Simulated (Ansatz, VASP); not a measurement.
# One calculation of Mo, two programs

Contents of INCAR:

```
  ALGO = Fast
  EDIFF = 1E-6
  ENCUT = 520
  GGA = PE
  ISIF = 2
  ISMEAR = 0
  LASPH = True
  LCHARG = False
  LREAL = False
  LWAVE = False
  NBANDS = 13
  NELM = 80
  PREC = Accurate
  SIGMA = 0.15
```

KPOINTS

```
k-points
0
Gamma
  22 22 22
```

Contents of POSCAR:

```
Mo
1.0
   -1.4453200000      1.4453200000      1.6338400000
    1.4453200000     -1.4453200000      1.6338400000
    1.4453200000      1.4453200000     -1.6338400000
Mo
1
Direct
    0.0000000000      0.0000000000      0.0000000000
```

Input for Ansatz:

```yaml
crystal:
  lattice:
    - [-1.44532, 1.44532, 1.63384]
    - [1.44532, -1.44532, 1.63384]
    - [1.44532, 1.44532, -1.63384]
  atoms:
    - { symbol: Mo, position: [0.0, 0.0, 0.0] }
basis:
  ecutwfc: 420
kpoints:
  mp_grid: { grid: [22, 22, 22] }
hamiltonian:
  xc: pbe
scf:
  occupations: { method: gaussian, width: 0.15 }
output:
  forces: true
  stress: true
  eigenvalues: true
```

Change from the starting cell: strain -0.080 along x and y, +0.040 along z, atoms carried along.

Alike in both runs: task single point; functional PBE; k mesh 22 × 22 × 22; occupations gaussian, width 0.15 eV; no spin polarisation.

|  | VASP | Ansatz |
| --- | --- | --- |
| version | VASP 6.6.1 | Ansatz 0.2.0 |
| potentials or method | VASP PAW PBE potentials, release 64 (Mo_sv), cutoff 520 eV | scalar-relativistic, plane waves, PAW |
| valence electrons in the cell | 14 | 14 |

|  | VASP | Ansatz | Ansatz less VASP |
| --- | --- | --- | --- |
| gap on the k mesh at the Fermi level (eV) | none | none | - |
| pressure (GPa) | 53.7 | 52.7 | -0.95 |
| traceless stress, the component that is largest in VASP (GPa) | -26.24 | -26.28 | -0.043 |

A gap of «none» marks a metal or a gap that the smearing closes. Both programs put the cell under a high pressure, so it lies far from rest at this level. The functional is the same, so the differences come from potentials, cutoffs and numerics.
